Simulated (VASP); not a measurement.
Zn: single point with PBE

Crystal: Zn.

```
Zn
1.0
    -1.70012    1.70012    1.29963
     1.70012   -1.70012    1.29963
     1.70012    1.70012   -1.29963
Zn
1
Direct
  0.50000 0.50000 0.00000
```

```yaml
Program: VASP 6.6.1
Task: single point
Functional: PBE
Potentials_or_basis: VASP PAW PBE potentials, release 64 (Zn)
Cutoff: 520 eV
k_mesh: 26 × 26 × 26
Occupations: gaussian, width 0.1 eV
Spin: no spin polarisation
Dipole_correction: no
Further_INCAR_settings: ALGO = Fast; EDIFF = 1e-06; NBANDS = 12
```

| Item | Value |
| --- | --- |
| Pressure | 2.5 GPa |
| Band gap on the k mesh | zero (bands 6 and 7 overlap by 6.04 eV) |

Stress tensor (GPa, compression positive):
```
2.44 0.00 0.00
0.00 2.44 0.00
0.00 0.00 2.60
```

Levels at points of the mesh, in eV from the Fermi level:
| k point | band 3 | band 4 | band 5 | band 6 | band 7 | band 8 | band 9 | band 10 |
| --- | --- | --- | --- | --- | --- | --- | --- | --- |
| (0.00, 0.00, 0.00) | -7.65 | -7.39 | -7.39 | -7.06 | 15.12 | 15.12 | 17.98 | 19.68 |
| (0.50, 0.00, 0.00) | -7.26 | -6.91 | -6.83 | -1.83 | 0.63 | 10.40 | 11.22 | 14.22 |
| (0.50, 0.50, 0.00) | -7.51 | -7.29 | -6.86 | -3.44 | -2.47 | 17.12 | 18.75 | 20.96 |
| (0.50, 0.50, 0.50) | -6.91 | -6.91 | -6.85 | 1.94 | 1.94 | 4.60 | 6.86 | 11.24 |

Run time: 4.5 min on 1 thread of Intel Xeon 8259CL, on a shared host, peak memory 0.29 GiB.
